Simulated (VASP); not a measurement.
Wanted: the native input for a VASP 6.6.1 run.

* Task: single point
* Functional: PBE
* Potentials or basis: VASP PAW PBE potentials, release 64 (Ti_sv, W_sv)
* Cutoff: 520 eV
* k mesh: 14 × 14 × 4
* Occupations: gaussian, width 0.1 eV
* Spin: no spin polarisation
* Dipole correction: no
* Further INCAR settings: ALGO = Fast; EDIFF = 1e-06; NBANDS = 46

The structure of Ti5W lies in POSCAR:

```
Ti5W
1.0
    2.7420050805      0.0000000000      0.0000000000
    0.0000000000      2.7420050805      0.0000000000
    0.0000000000      0.0000000000     13.5286156010
Ti W
5 1
Direct
    0.0000000000      0.0000000000      0.6646819676
    0.5000000000      0.5000000000      0.8319884448
    0.5000000000      0.5000000000      0.1680115552
    0.0000000000      0.0000000000      0.3353180324
    0.5000000000      0.5000000000      0.5000000000
    0.0000000000      0.0000000000      0.0000000000
```

These files were run (other wordings do the same):

INCAR

```
SYSTEM = Ti5W
PREC = Accurate
ENCUT = 520
EDIFF = 1E-6
ISMEAR = 0
SIGMA = 0.1
LREAL = .False.
LASPH = .True.
NELM = 60
ALGO = Fast
ISIF = 2
LWAVE = .False.
LCHARG = .True.
GGA = PE
LELF = .True.
LVHAR = .True.
NBANDS = 46
```

KPOINTS

```
Automatic mesh
0
Gamma
  14 14 4
  0 0 0
```

Potentials or basis: VASP PAW PBE potentials, release 64 (Ti_sv, W_sv).

The run is started by

```console
$ cat potpaw_PBE.64/Ti_sv/POTCAR potpaw_PBE.64/W_sv/POTCAR > POTCAR
$ mpirun -np 1 vasp_std > vasp.out
```

It gave:

```json
{"Pressure": "-0.3 GPa", "Largest force": "0.007 eV/Å", "Band gap on the k mesh": "zero (bands 37 and 38 overlap by 0.94 eV)"}
```

Caveat: spin-orbit coupling is left out, which moves the levels of the heavy elements.

Wall time 13 min on 1 thread of Intel(R) Xeon(R) 6975P-C (Granite Rapids) (shared host), peak memory 0.49 GiB.
